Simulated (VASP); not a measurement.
Cu3Re: relaxation of cell and atoms with PBE

Crystal: Cu3Re.

```
Cu Re
1.0
     2.61101    0.00000    0.00000
     0.00000    2.61101    0.00000
     0.00000    0.00000    7.45971
Cu Re
3 1
Direct
  0.50000 0.50000 0.23785
  0.50000 0.50000 0.76215
  0.00000 0.00000 0.00000
  0.00000 0.00000 0.50000
```

The cell was generated, and may not be a known phase.

```json
{
 "Program": "VASP 6.6.1",
 "Task": "relaxation of cell and atoms",
 "Functional": "PBE",
 "Potentials or basis": "VASP PAW PBE potentials, release 64 (Cu, Re)",
 "Cutoff": "600 eV",
 "k mesh": "18 × 18 × 6",
 "Occupations": "gaussian, width 0.1 eV",
 "Spin": "no spin polarisation",
 "Dipole correction": "no",
 "Further INCAR settings": "ALGO = Fast; EDIFF = 1e-06; IBRION = 2; EDIFFG = -0.01; NSW = 100; ISIF = 3"
}
```

The relaxed volume is 12.78 Å³/atom. The relaxed cell is a = 2.602 Å, b = 2.602 Å, c = 7.551 Å, α = 90.00°, β = 90.00°, γ = 90.00°. The space group after relaxing (to 0.1 Å) is P4/mmm (No. 123), the energy gained by relaxing is 0.6 meV/atom and the ionic steps are 15. The pressure after relaxing is 0.1 GPa, the largest force after relaxing is 0.008 eV/Å and the band gap on the k mesh is zero (bands 20 and 21 overlap by 4.24 eV).

Forces on the atoms (eV/Å):
```
Cu   0.000  0.000  0.008
Cu   0.000  0.000 -0.008
Cu   0.000  0.000  0.000
Re   0.000  0.000  0.000
```

The path:
```csv
step,energy change (eV),largest force (eV/Å),pressure (GPa),volume (Å³)
1,0.0000,0.0163,1.11,50.86
2,0.0011,0.0408,-1.66,51.50
3,-0.0008,0.0016,-0.30,51.10
4,-0.0008,0.0027,-0.15,51.08
5,-0.0008,0.0043,-0.09,51.09
6,-0.0008,0.0061,-0.11,51.09
7,-0.0014,0.0063,-0.11,51.09
8,-0.0022,0.0140,0.06,51.09
9,-0.0022,0.0165,0.04,51.09
10,-0.0022,0.0169,0.09,51.09
11,-0.0022,0.0105,-0.30,51.16
12,-0.0022,0.0198,-0.14,51.14
13,-0.0022,0.0191,-0.08,51.13
14,-0.0022,0.0047,0.17,51.13
15,-0.0022,0.0084,0.06,51.13
```

Final structure:
```
Cu Re
1.0
     2.60224    0.00000    0.00000
     0.00000    2.60224    0.00000
     0.00000    0.00000    7.55075
Cu Re
3 1
Direct
  0.50000 0.50000 0.23814
  0.50000 0.50000 0.76186
  0.00000 0.00000 0.00000
  0.00000 0.00000 0.50000
```

Levels at points of the mesh, in eV from the Fermi level:
| k point | band 18 | band 19 | band 20 | band 21 | band 22 | band 23 |
| --- | --- | --- | --- | --- | --- | --- |
| (0.00, 0.00, 0.00) | -2.04 | -1.98 | -1.87 | 1.26 | 1.38 | 1.38 |
| (0.50, 0.00, 0.00) | -1.24 | -1.02 | -0.83 | -0.37 | 0.09 | 1.94 |
| (0.50, 0.50, 0.00) | -0.97 | 0.93 | 1.65 | 1.65 | 5.74 | 6.72 |
| (0.00, 0.00, 0.50) | -1.94 | -1.86 | -1.56 | -0.44 | 1.35 | 1.35 |
| (0.50, 0.00, 0.50) | -1.93 | -0.76 | -0.54 | -0.37 | 0.08 | 1.93 |
| (0.50, 0.50, 0.50) | -1.55 | 0.93 | 3.60 | 3.60 | 3.70 | 3.70 |

Run time: 57 min on 1 thread of Intel(R) Xeon(R) Platinum 8259CL CPU @ 2.50GHz (Skylake/Cascade Lake), with other jobs on the host, peak memory 0.44 GiB.

Caveat: spin-orbit coupling is left out, which moves the levels of the heavy elements.
